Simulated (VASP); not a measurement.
# Cu3AgIr2Pd4Pt2 (P1) in VASP: notebook

Runs on Cu3AgIr2Pd4Pt2. Level: PBE. Tasks: single point, relaxation of cell and atoms.

Everything below comes from runs of VASP 6.6.1. Logs are shortened: lines on timing, memory, paths and dates and some standing lists are left out, and cuts for length are marked.

## (1) The cell of the first run

The typed cell holds 12 atoms: a = 5.504 Å, b = 5.479 Å, c = 6.686 Å, α = 89.90°, β = 90.23°, γ = 119.50°.

## (2) Single point, PBE

Input file INCAR:

```
PREC = Accurate ; ENCUT = 600
EDIFF = 1E-6 ; ISMEAR = 0
SIGMA = 0.1 ; LREAL = F
LASPH = T ; NELM = 120
ALGO = Normal ; ISIF = 2
LWAVE = F ; LCHARG = F
GGA = PE ; NBANDS = 73
ISYM = 0 ; GGA_COMPAT = F
```

Input file KPOINTS:

```
Automatic mesh
0
Gamma
  3 3 2
  0 0 0.5
```

Input file POSCAR:

```
Cu3AgIr2Pd4Pt2
1.0
   -3.8977373603     -3.8854267526      0.0317537772
   -0.0164032138      3.8700761892      3.8784825988
   -3.8499341774      3.8693773468     -3.8613805427
Cu Pd Ag Ir Pt
3 4 1 2 2
Direct
    1.0066266587      1.0105666042      1.0027818979
    0.4910710229      0.4941252116      1.0020772695
    0.3330373683      0.6690755627      0.6658064122
    0.6584518608      0.3247126819      0.3286796703
    1.0069348473      0.4961519150      0.0038670008
    0.6608101552      0.8266860075      0.3231678986
    0.1664746605      0.8295806030      0.3307157954
    0.8329903961      0.6747735883      0.6760982694
    0.3358644227      0.1782379852      0.6638499295
    0.1608434313      0.3237973073      0.3462464015
    0.4932236127     -0.0020464818      0.9870994480
    0.8337025363      0.1715038043      0.6669054144
```

Potentials or basis: VASP PAW PBE potentials, release 64 (Cu, Pd, Ag, Ir, Pt).

Started as:

```bash
$ cat potpaw_PBE.64/Cu/POTCAR potpaw_PBE.64/Pd/POTCAR potpaw_PBE.64/Ag/POTCAR potpaw_PBE.64/Ir/POTCAR potpaw_PBE.64/Pt/POTCAR > POTCAR
$ mpirun -np 1 vasp_std > vasp.out
```

OUTCAR:

```text
PREC = Accurate
   ENCUT = 600
   EDIFF = 1E-6
   ISMEAR = 0
   LREAL = F
   LASPH = T
   NELM = 120
   ISIF = 2
   GGA = PE
   ISYM = 0

 ion  position               nearest neighbor table
   1  0.007  0.011  0.003-   5 2.66   2 2.68   8 2.71   6 2.71  11 2.72   7 2.72  10 2.74  12 2.74
                             9 2.77  11 2.79   5 2.82
   2  0.491  0.494  0.002-   6 2.67   5 2.67   1 2.68   4 2.70   9 2.72  11 2.73   8 2.73   3 2.74
                            11 2.76  10 2.80   5 2.83
   3  0.333  0.669  0.666-  11 2.66  10 2.70   9 2.70   7 2.72   8 2.74   2 2.74   5 2.75  12 2.76
                             8 2.77  12 2.77   9 2.78   6 2.78
   4  0.658  0.325  0.329-   2 2.70   9 2.73   7 2.73   6 2.74  10 2.74  12 2.74   5 2.74   6 2.74
                            11 2.76  10 2.77   7 2.80   8 2.86
   5  0.007  0.496  0.004-   1 2.66   2 2.67   7 2.70  12 2.73  11 2.74   4 2.74   8 2.75   3 2.75
                            10 2.76  11 2.80   1 2.82   2 2.83
   6  0.661  0.827  0.323-   2 2.67   1 2.71   7 2.73   4 2.74   4 2.74  11 2.76  10 2.76   7 2.78
                            10 2.78   3 2.78   8 2.81  12 2.83
   7  0.166  0.830  0.331-   5 2.70   1 2.72   3 2.72  10 2.73   6 2.73   4 2.73  10 2.76   6 2.78
                             9 2.78  11 2.78   4 2.80   8 2.81
   8  0.833  0.675  0.676-   1 2.71  12 2.72   2 2.73   3 2.74   9 2.75   5 2.75  12 2.76   3 2.77
                             9 2.79   6 2.81   7 2.81   4 2.86
   9  0.336  0.178  0.664-  10 2.61  11 2.69   3 2.70   2 2.72   4 2.73  12 2.75   8 2.75  12 2.76
                             1 2.77   7 2.78   3 2.78   8 2.79
  10  0.161  0.324  0.346-   9 2.61  12 2.66   3 2.70   7 2.73   1 2.74   4 2.74   7 2.76   5 2.76
                             6 2.76   4 2.77   6 2.78   2 2.80
  11  0.493  0.998  0.987-   3 2.66   9 2.69  12 2.70   1 2.72   2 2.73   5 2.74   2 2.76   6 2.76
                             4 2.76   7 2.78   1 2.79   5 2.80
  12  0.834  0.172  0.667-  10 2.66  11 2.70   8 2.72   5 2.73   4 2.74   1 2.74   9 2.75   3 2.76
                             9 2.76   8 2.76   3 2.77   6 2.83

IMPORTANT INFORMATION: All symmetrisations will be switched off!
NOSYMM: (Re-)initialisation of all symmetry stuff for point group C_1.

----------------------------------------------------------------------------------------

                                     Primitive cell

  volume of cell :     175.4757

  direct lattice vectors                    reciprocal lattice vectors
    -3.897737360 -3.885426753  0.031753777    -0.170685426 -0.085454791  0.084547694
    -0.016403214  3.870076189  3.878482599    -0.084799442  0.086467212  0.171194353
    -3.849934177  3.869377347 -3.861380543    -0.086578638  0.086147444 -0.086326890

  length of vectors
     5.503626612  5.479086242  6.686129966     0.208768648  0.209702242  0.149564617

  position of ions in fractional coordinates (direct lattice)
     0.006626659  0.010566604  0.002781898
     0.491071023  0.494125212  0.002077269
     0.333037368  0.669075563  0.665806412
     0.658451861  0.324712682  0.328679670
     0.006934847  0.496151915  0.003867001
     0.660810155  0.826686008  0.323167899
     0.166474661  0.829580603  0.330715795
     0.832990396  0.674773588  0.676098269
     0.335864423  0.178237985  0.663849930
     0.160843431  0.323797307  0.346246401
     0.493223613  0.997953518  0.987099448
     0.833702536  0.171503804  0.666905414

  ion indices of the primitive-cell ions
   primitive index   ion index
                 1           1
                 2           2
                 3           3
                 4           4
                 5           5
                 6           6
                 7           7
                 8           8
                 9           9
                10          10
                11          11
                12          12

----------------------------------------------------------------------------------------

 KPOINTS: Automatic mesh

Automatic generation of k-mesh.
 Grid dimensions read from file:
 generate k-points for:    3    3    2

 Generating k-lattice:

  Cartesian coordinates                     Fractional coordinates (reciprocal lattice)
    -0.056895142 -0.028484930  0.028182565     0.333333333  0.000000000  0.000000000
    -0.028266481  0.028822404  0.057064784    -0.000000000  0.333333333 -0.000000000
    -0.043289319  0.043073722 -0.043163445    -0.000000000 -0.000000000  0.500000000

  Length of vectors
     0.069589549  0.069900747  0.074782308

  Shift w.r.t. Gamma in fractional coordinates (k-lattice)
     0.000000000  0.000000000  0.500000000

 Subroutine IBZKPT returns following result:
 ===========================================

 Found      9 irreducible k-points:

 Following reciprocal coordinates:
            Coordinates               Weight
  0.000000 -0.000000  0.250000      2.000000
  0.333333  0.000000  0.250000      2.000000
 -0.333333 -0.000000  0.250000      2.000000
  0.000000  0.333333  0.250000      2.000000
  0.333333  0.333333  0.250000      2.000000
 -0.333333  0.333333  0.250000      2.000000
  0.000000 -0.333333  0.250000      2.000000
  0.333333 -0.333333  0.250000      2.000000
 -0.333333 -0.333333  0.250000      2.000000
   k-points           NKPTS =      9   k-points in BZ     NKDIM =      9   number of bands    NBANDS=     73
   number of dos      NEDOS =    301   number of ions     NIONS =     12
   total plane-waves  NPLWV = 124416
   dimension x,y,z NGX =    48 NGY =   48 NGZ =   54
   dimension x,y,z NGXF=    96 NGYF=   96 NGZF=  108
   ions per type =               3   4   1   2   2
   NGX,Y,Z   is equivalent  to a cutoff of  14.50, 14.56, 13.43 a.u.
   NGXF,Y,Z  is equivalent  to a cutoff of  29.00, 29.13, 26.85 a.u.
 SYSTEM =  unknown system
   PREC   = accura    normal or accurate (medium, high low for compatibility)
   ISTART =      0    job   : 0-new  1-cont  2-samecut
   ICHARG =      2    charge: 1-file 2-atom 10-const
   ISPIN  =      1    spin polarized calculation?
   LNONCOLLINEAR =      F non collinear calculations
   LSORBIT =      F    spin-orbit coupling
   LASPH  =      T    aspherical Exc in radial PAW
   ENCUT  =  600.0 eV  44.10 Ry    6.64 a.u.  10.99 10.94 13.35*2*pi/ulx,y,z
   NELM   =    120;   NELMIN=  2; NELMDL= -5     # of ELM steps
   EDIFF  = 0.1E-05   stopping-criterion for ELM
   LREAL  =      F    real-space projection
   EDIFFG = 0.1E-04   stopping-criterion for IOM
   NSW    =      0    number of steps for IOM
   IBRION =     -1    ionic relax: 0-MD 1-quasi-New 2-CG
   NFREE  =      0    steps in history (QN), initial steepest desc. (CG)
   ISIF   =      2    stress and relaxation
   ISYM   =      0    0-nonsym 1-usesym 2-fastsym
   POTIM  = 0.5000    time-step for ionic-motion
   TEBEG  =    0.0;   TEEND  =   0.0 temperature during run
   PSTRESS=    0.0 pullay stress
   NELECT =     122.0000    total number of electrons
   NUPDOWN=      -1.0000    fix difference up-down
   EMIN   =  10.00;   EMAX   =-10.00  energy-range for DOS
   EFERMI =   0.00;   METHOD = LEGACY
   ISMEAR =     0;   SIGMA  =   0.10  broadening in eV -4-tet -1-fermi 0-gaus
   EFERMI_NEDOS =   21; number of points for ismear=-14 and -15
   IALGO  =     38    algorithm
   IMIX   =      4    mixing-type and parameters
     AMIX     =   0.40;   BMIX     =  1.00
     AMIX_MAG =   1.60;   BMIX_MAG =  1.00
  volume/ion in A,a.u.               =      14.62        98.68
  Fermi-wavevector in a.u.,A,eV,Ry     =   1.450293  2.740656 28.617812  2.103350
  Thomas-Fermi vector in A             =   2.567922
   LORBIT       =      0    0 simple, 1 ext, 2 COOP (PROOUT), +10 PAW based schemes
   GGA     = PE    functional components
   LHFCALC =     F    Hartree Fock is set to
   AEXX    =    0.0000 exact exchange contribution
   IVDW    =     0    specifies the selected vdW correction
   LEPSILON=     F    determine dielectric tensor
   LRPA    =     F    only Hartree local field effects (RPA)
 non-spin polarized calculation
 Gauss-broadening in eV      SIGMA  =   0.10
  energy-cutoff  :      600.00
  volume of cell :      175.48
 maximum number of plane-waves:      5867
 NGX is ok and might be reduce to    48
   NGX = 21   NGY = 21   NGZ = 27

 number of electron     122.0000005 magnetization

 Free energy of the ion-electron system (eV)
  ---------------------------------------------------
  ext. energy  EPLUGINS =         0.00000000
  ---------------------------------------------------
  free energy    TOTEN  =       -64.37905014 eV

  energy without entropy =      -64.30295312  energy(sigma->0) =      -64.34100163

 E-fermi :   8.8012     XC(G=0): -12.9922

 val. band max:        8.7871523193   @ k =   0.0000  -0.0000   0.2500
 cond. band min:       8.8445523104   @ k =   0.3333   0.3333   0.2500
 fundamental gap:      0.0573999911
 Fermi energy:         8.8011519067

 k-point     1 :       0.0000   -0.0000    0.2500
  band No.  band energies     occupation
      1       0.5026      2.00000
      2       2.2227      2.00000
      3       2.7029      2.00000
      4       2.8745      2.00000
      5       2.9467      2.00000
      6       3.0222      2.00000
[... 65 lines left out ...]
     72      12.1029      0.00000
     73      14.5673      0.00000

 k-point     2 :       0.3333    0.0000    0.2500
  band No.  band energies     occupation
      1       1.3301      2.00000
      2       2.6660      2.00000
      3       2.9028      2.00000
      4       3.2023      2.00000
      5       3.3082      2.00000
      6       3.4663      2.00000
[... 524 lines left out ...]
 k-point     9 :      -0.3333   -0.3333    0.2500
  band No.  band energies     occupation
      1       2.2769      2.00000
      2       2.6032      2.00000
      3       3.2352      2.00000
      4       3.4728      2.00000
      5       3.5843      2.00000
      6       3.8065      2.00000
[... 65 lines left out ...]
     72      14.0602      0.00000
     73      15.7487      0.00000

------------------------ aborting loop because EDIFF is reached ----------------------------------------

  FORCE on cell =-STRESS in cart. coord.  units (eV):
  Direction    XX          YY          ZZ          XY          YZ          ZX
  --------------------------------------------------------------------------------------
  -------------------------------------------------------------------------------------
  Total        0.0159246     -0.0435341      0.0244285     -0.0179938      0.0948845      0.0788780
  in kB        0.1453995     -0.3974870      0.2230435     -0.1642922      0.8663408      0.7201935
  external PRESSURE =      -0.0096813 kB  Pullay stress =       0.0000000 kB

 VOLUME and BASIS-vectors are now :
 -----------------------------------------------------------------------------
  energy-cutoff  :      600.00
  volume of cell :      175.48
      direct lattice vectors                 reciprocal lattice vectors
    -3.897737360 -3.885426753  0.031753777    -0.170685426 -0.085454791  0.084547694
    -0.016403214  3.870076189  3.878482599    -0.084799442  0.086467212  0.171194353
    -3.849934177  3.869377347 -3.861380543    -0.086578638  0.086147444 -0.086326890

 POSITION                                       TOTAL-FORCE (eV/Angst)
 -----------------------------------------------------------------------------------
     -0.03671      0.02591      0.03045        -0.028788     -0.000829      0.019505
     -1.93017      0.01232      1.92403         0.012632     -0.013498     -0.029566
     -3.87238      3.87164      0.03464        -0.000873      0.003145      0.008729
     -3.83719     -0.02992      0.01114         0.007163      0.006421     -0.016682
     -0.05006      1.90816      1.90960         0.022967      0.004839      0.009430
     -3.83340      1.88227      1.97940         0.011078      0.004417     -0.008384
     -1.93572      3.84338      1.94578        -0.007949     -0.014652      0.002963
     -5.86078      1.99098      0.03288        -0.023027      0.002925      0.008979
     -3.86781      1.95350     -1.86142        -0.032178     -0.021859      0.001238
     -1.96526      1.96793     -0.07604         0.023773      0.001900     -0.019481
     -5.73909      5.76523      0.07464         0.012787     -0.020730      0.026958
     -5.81991      0.00495     -1.88353         0.002415      0.047921     -0.003689
 -----------------------------------------------------------------------------------
    total drift:                                0.000274     -0.000767      0.000436

  FREE ENERGIE OF THE ION-ELECTRON SYSTEM (eV)
  ---------------------------------------------------
  free  energy   TOTEN  =       -64.3790501388 eV

  energy  without entropy=      -64.3029531172  energy(sigma->0) =      -64.34100163
```

Wall time 11 min (1 thread of AMD EPYC 7R13, shared host); peak memory 0.4 GiB.

What came out:

```
Free energy            : -64.3791 eV
Pressure               : 0.0 GPa
Largest force          : 0.048 eV/Å
Band gap on the k mesh : zero (bands 61 and 62 overlap by 0.50 eV)
```

Forces on the atoms (eV/Å):
```
Cu  -0.029 -0.001  0.020
Cu   0.013 -0.013 -0.030
Cu  -0.001  0.003  0.009
Pd   0.007  0.006 -0.017
Pd   0.023  0.005  0.009
Pd   0.011  0.004 -0.008
Pd  -0.008 -0.015  0.003
Ag  -0.023  0.003  0.009
Ir  -0.032 -0.022  0.001
Ir   0.024  0.002 -0.019
Pt   0.013 -0.021  0.027
Pt   0.002  0.048 -0.004
```

Stress tensor (GPa, compression positive):
```
 0.01 -0.02  0.07
-0.02 -0.04  0.09
 0.07  0.09  0.02
```

Levels at points of the mesh, in eV from the Fermi level:
| k point | band 57 | band 58 | band 59 | band 60 | band 61 | band 62 | band 63 | band 64 | band 65 | band 66 |
| --- | --- | --- | --- | --- | --- | --- | --- | --- | --- | --- |
| (0.00, 0.00, 0.25) | -0.10 | -0.06 | -0.01 | 0.21 | 0.41 | 0.62 | 0.70 | 1.26 | 1.38 | 1.48 |

Caveat: the k points lie up to 0.47 Å⁻¹ apart; spin-orbit coupling is left out, which moves the levels of the heavy elements.

(Continued in part 2 of 2.)
